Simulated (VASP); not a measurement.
A run of VASP 6.6.1 is set up as follows.

INCAR

```
SYSTEM = C13O
PREC     = Accurate       ! precision mode
ENCUT    = 520            ! plane-wave cutoff, eV
EDIFF    = 1E-6           ! SCF threshold, eV
ISMEAR   = 0              ! smearing method
SIGMA    = 0.1            ! smearing width, eV
LREAL    = .FALSE.        ! projectors in reciprocal space
LASPH    = .TRUE.         ! aspherical terms in the spheres
NELM     = 80             ! most SCF steps
ALGO     = Normal         ! electronic algorithm
ISIF     = 2              ! what is computed and relaxed
LWAVE    = .FALSE.        ! write WAVECAR
LCHARG   = .TRUE.         ! write CHGCAR
LDIPOL   = .TRUE.       
IDIPOL   = 3            
DIPOL    = 0.5 0.5 0.309
GGA      = PE             ! functional
LELF     = .TRUE.         ! ELF
LVHAR    = .TRUE.       
LVACPOTAV= .TRUE.       
NBANDS   = 42             ! bands
```

File KPOINTS:

```
Automatic mesh
0
G
  6 3 1
  0 0 0
```

File POSCAR:

```
C13O
1.0
    4.9326910638      0.0000000000      0.0000000000
    0.0000000000      8.5222964206      0.0000000000
    0.0000000000      0.0000000000     22.9416054000
C O
13 1
Direct
    0.0000000000      0.0000000000      0.1743557144
    0.5000000000      0.0000000000      0.1743557144
    0.2500000000      0.0000000000      0.2053898385
    0.7500000000      0.0000000000      0.2053898385
    0.2500000000      0.0000000000      0.2674580867
    0.7500000000      0.0000000000      0.2674580867
    0.0000000000      0.0000000000      0.2977124358
    0.5000000000      0.0000000000      0.2977124358
    0.0000000000      0.0000000000      0.3626190224
    0.5000000000      0.0000000000      0.3626190224
    0.2500000000      0.0000000000      0.3897549994
    0.7500000000      0.0000000000      0.3897549994
    0.1250000000      0.9091207391      0.4664715138
    0.1250000000      1.0908792609      0.4664715138
```

Potentials or basis: VASP PAW PBE potentials, release 64 (C, O).

The run is started by

```sh
$ cat potpaw_PBE.64/C/POTCAR potpaw_PBE.64/O/POTCAR > POTCAR
$ mpirun -np 1 vasp_std > vasp.out
```

Task: Estimate the band gap on the k mesh.

Result: 0.05 eV.

Task: Predict the largest force.

Result: 8.415 eV/Å.

Forces on the atoms (eV/Å):
```
C   -0.243  0.077  1.805
C    0.238 -0.047  1.749
C    0.030 -0.011 -3.463
C   -0.045 -0.007 -2.847
C    0.049  0.016  1.287
C   -0.009 -0.074  1.286
C   -0.164 -0.112  0.754
C   -0.086  0.183  0.587
C   -1.285  0.410 -1.639
C    1.614  0.435 -0.318
C   -1.876 -1.325  3.123
C    0.054 -0.718  0.296
C    0.483  8.092 -2.258
O    1.240 -6.920 -0.362
```

Caveat: the smearing spreads over this small gap.
